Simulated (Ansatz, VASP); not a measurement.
## K2FeO3 in VASP and in Ansatz

```xyz
6
Lattice="0.0000 0.0000 3.7289 3.7539 -4.6987 0.0000 3.7539 4.6987 0.0000" Properties=species:S:1:pos:R:3 pbc="T T T"
K     1.8769    2.3493    0.0000
K     1.8769   -2.3493    0.0000
Fe    3.7539    0.0000    1.8644
O     3.7539   -1.7760    1.8644
O     3.7539    1.7760    1.8644
O     3.7539    0.0000    0.0000
```

Alike in both runs: task single point; functional PBE; k mesh 6 × 4 × 4; occupations gaussian, width 0.2 eV; collinear spin.

```csv
,VASP,Ansatz
version,VASP 6.6.1,Ansatz 0.2.0
potentials or method,"VASP PAW PBE potentials, release 64 (K_sv, Fe, O), cutoff 600 eV","scalar-relativistic, plane waves, PAW"
valence electrons in the cell,44,52
```

VASP gave:

* gap on the k mesh at the Fermi level (eV): none
* pressure (GPa): 0.3
* traceless stress, the component that is largest in VASP (GPa): -0.32
* rms of the force components (eV/Å): 0.043
* net moment per atom (μB): 0.66
* size of the moment on the site where the two differ most (μB): 2.67

Question: Estimate Ansatz's values.

Answer: gap on the k mesh at the Fermi level (eV): none; pressure (GPa): -0.1; traceless stress, the component that is largest in VASP (GPa): 0.05; rms of the force components (eV/Å): 0.016; net moment per atom (μB): 0.65; size of the moment on the site where the two differ most (μB): 2.40.

Site moments also hang on the region over which each program counts them. Atom by atom the forces differ by 0.058 eV/Å (rms over components). A gap of «none» marks a metal or a gap that the smearing closes. The functional is the same, so the differences come from potentials, cutoffs and numerics. VASP's potentials hold 44 valence electrons a cell and Ansatz's 52, so a difference there can come from the potentials and not from the codes.
